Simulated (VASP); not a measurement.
PrBe3Si, 5 atoms in the cell. It takes space group I4mm (No. 107, tetragonal). Conventional cell: a = 4.007 Å, b = 4.007 Å, c = 9.707 Å, α = 90.00°, β = 90.00°, γ = 90.00°. Within 4.1 Å of Pr (site symmetry 4mm) lie 13 Be at 3.07 to 3.66 Å and 5 Si at 3.09 to 3.63 Å and 4 Pr at 4.01 Å. Be (site symmetry 4mm) has 4 Be at 2.32 Å and 1 Si at 2.42 Å and 4 Pr at 3.07 Å within 3.1 Å. Within 3.2 Å of Be (site symmetry 2mm) lie 6 Be at 2.32 to 2.83 Å and 2 Si at 2.37 Å and 4 Pr at 3.10 to 3.19 Å. Si (site symmetry 4mm) has 5 Be at 2.37 to 2.42 Å and 4 Pr at 3.09 Å within 3.1 Å. 

| Property | Result |
| --- | --- |
| Program | VASP 6.6.1 |
| Task | single point |
| Functional | PBE |
| Potentials or basis | VASP PAW PBE potentials, release 64 (Pr_3, Be, Si), 4f in core |
| Cutoff | 600 eV |
| k mesh | 12 × 12 × 12 |
| Occupations | gaussian, width 0.1 eV |
| Spin | no spin polarisation |
| Dipole correction | no |
| Further INCAR settings | ALGO = Normal; EDIFF = 1e-06; NBANDS = 18 |

Potentials or basis: VASP PAW PBE potentials, release 64 (Pr_3, Be, Si), 4f in core.

The run is started by

```bash
$ cat potpaw_PBE.64/Pr_3/POTCAR potpaw_PBE.64/Be/POTCAR potpaw_PBE.64/Si/POTCAR > POTCAR
$ mpirun -np 1 vasp_std > vasp.out
```

Hardware: 1 thread of Intel(R) Xeon(R) Platinum 8559C (Emerald Rapids), with other jobs on the host.

How long does it take, and how much memory?

Wall time 4.9 min on 1 thread of Intel(R) Xeon(R) Platinum 8559C (Emerald Rapids) (shared host), peak memory 0.53 GiB. Counts: scf iterations 12, k points 163.
